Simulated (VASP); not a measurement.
# WS2 (Cm) in VASP: notebook, part 2 of 2

VASP 6.6.1.

### Step 3. Single point, PBEsol (mode 11 (346.3 1/cm) frozen in, largest displacement -0.300 Å)

File INCAR:

```
SYSTEM = WS2
PREC = Accurate ; ENCUT = 520
EDIFF = 1E-6 ; ISMEAR = 0
SIGMA = 0.05 ; LREAL = .FALSE.
LASPH = .TRUE. ; NELM = 80
ALGO = Normal ; ISIF = 2
LWAVE = .FALSE. ; LCHARG = .FALSE.
GGA = PS ; NBANDS = 35
```

File KPOINTS:

```
Automatic mesh
0
G
  10 6 10
  0 0 0
```

File POSCAR:

```
WS2
1.0
   -3.1476068045      0.0000000000      0.0000000000
    0.0000000000      5.4518149077      0.0000000000
    1.5738034023     -0.9086358179     -6.3704647422
W S
2 4
Direct
    0.4995377442      0.4996961725     -0.0009245115
    0.0024767968      0.0009753411      0.0049535935
    0.8997889814      0.6457942744      0.7995779629
    0.3563219244      0.1062426942      0.7126438487
    0.1457404969      0.6941853303      0.2914809937
    0.6022340563      0.2218061875      0.2044681127
```

Potentials or basis: VASP PAW PBE potentials, release 64 (W_sv, S).

Command:

```
$ cat potpaw_PBE.64/W_sv/POTCAR potpaw_PBE.64/S/POTCAR > POTCAR
$ mpirun -np 1 vasp_std > vasp.out
```

OUTCAR:

```text
SYSTEM = WS2
   PREC = Accurate
   ENCUT = 520
   EDIFF = 1E-6
   ISMEAR = 0
   LREAL = .FALSE.
   LASPH = .TRUE.
   NELM = 80
   ISIF = 2
   GGA = PS

 ion  position               nearest neighbor table
   1  0.500  0.500  0.999-   6 2.15   3 2.25   3 2.25   5 2.56   5 2.56   4 2.62   2 3.15   2 3.15
                             2 3.15   2 3.15
   2  0.002  0.001  0.005-   3 2.18   6 2.27   6 2.27   4 2.58   4 2.58   5 2.66   1 3.15   1 3.15
                             1 3.15   1 3.15
   3  0.900  0.646  0.800-   2 2.18   1 2.25   1 2.25
   4  0.356  0.106  0.713-   2 2.58   2 2.58   1 2.62
   5  0.146  0.694  0.291-   1 2.56   1 2.56   2 2.66
   6  0.602  0.222  0.204-   1 2.15   2 2.27   2 2.27

  LATTYP: Found a base centered monoclinic cell.
 ALAT       =    12.8698780229
 B/A-ratio  =     0.2445716112
 C/A-ratio  =     0.4236104568
 COS(beta)  =    -0.1412034856

  Lattice vectors:

 A1 = (   1.5738034023,  -0.9086358179,  -6.3704647422)
 A2 = (  -1.5738034022,  -0.9086358179,  -6.3704647422)
 A3 = (   0.0000000000,   5.4518149077,   0.0000000000)

Analysis of symmetry for initial positions (statically):
[... 179 lines left out ...]
  energy without entropy =      -48.09293211  energy(sigma->0) =      -48.09293211

 E-fermi :   7.4147     XC(G=0): -10.8986

 val. band max:        7.1506302520   @ k =   0.0000   0.0000   0.5000
 cond. band min:       7.7799977377   @ k =  -0.3000   0.0000   0.1000
 fundamental gap:      0.6293674856
 Fermi energy:         7.4146515673

 k-point     1 :       0.0000    0.0000    0.0000
  band No.  band energies     occupation
      1     -67.5452      2.00000
      2     -67.4902      2.00000
      3     -32.1000      2.00000
      4     -31.8262      2.00000
      5     -31.8147      2.00000
      6     -31.7677      2.00000
[... 901 lines left out ...]
     34      11.2079      0.00000
     35      13.5213      0.00000

 [... further k-points ...]
[... 5 lines left out ...]
  --------------------------------------------------------------------------------------
  -------------------------------------------------------------------------------------
  Total        4.7198903      8.4303941      3.3690443     -0.0000000      0.7538160     -0.0000000
  in kB       69.1750988    123.5565473     49.3769904     -0.0000000     11.0479886     -0.0000000
  external PRESSURE =      80.7028788 kB  Pullay stress =       0.0000000 kB

 VOLUME and BASIS-vectors are now :
 -----------------------------------------------------------------------------
  energy-cutoff  :      520.00
  volume of cell :      109.32
      direct lattice vectors                 reciprocal lattice vectors
    -3.147606805  0.000000000  0.000000000    -0.317701690  0.000000000 -0.078487209
     0.000000000  5.451814908  0.000000000     0.000000000  0.183425156 -0.026162403
     1.573803402 -0.908635818 -6.370464742     0.000000000  0.000000000 -0.156974419

 POSITION                                       TOTAL-FORCE (eV/Angst)
 -----------------------------------------------------------------------------------
      0.00000      1.81646     -6.36458         0.000000      1.431306     -0.851159
     -0.00000      0.00082     -0.03156        -0.000000      1.100895      1.175193
     -1.57380      2.79423     -5.09368        -0.000000     -1.409194      4.956964
     -0.00000     -0.06832     -4.53987         0.000000      0.689439     -2.718891
     -0.00000      3.51972     -1.85687        -0.000000      0.945073      2.617028
     -1.57380      1.02346     -1.30256         0.000000     -2.757517     -5.179134
 -----------------------------------------------------------------------------------
    total drift:                                0.000014     -0.000352     -0.000116

  FREE ENERGIE OF THE ION-ELECTRON SYSTEM (eV)
  ---------------------------------------------------
  free  energy   TOTEN  =       -48.0929321060 eV

  energy  without entropy=      -48.0929321060  energy(sigma->0) =      -48.09293211
```

It took 5.9 min on 1 thread of Intel Xeon Platinum 8488C (Sapphire Rapids), shared host; peak memory 0.58 GiB.

Results:

| Property | Result |
| --- | --- |
| Free energy | -48.0929 eV |
| Pressure | 8.1 GPa |
| Largest force | 5.867 eV/Å |
| Band gap on the k mesh | 0.63 eV, indirect (least direct gap 1.70 eV) |

Forces in eV/Å, atoms in the order of the input:
```
W    0.000  1.431 -0.851
W    0.000  1.101  1.175
S    0.000 -1.409  4.957
S    0.000  0.689 -2.719
S    0.000  0.945  2.617
S    0.000 -2.758 -5.179
```

Stress tensor (GPa, compression positive):
```
 6.92  0.00  0.00
 0.00 12.36  1.10
 0.00  1.10  4.94
```

Caveat: the cell differs from its parent crystal (mode 11 (346.3 1/cm) frozen in, largest displacement -0.300 Å); the PAW data sets were made with another functional, which shifts forces and pressure a little; spin-orbit coupling is left out, which moves the levels of the heavy elements. A k mesh can miss the band edges.
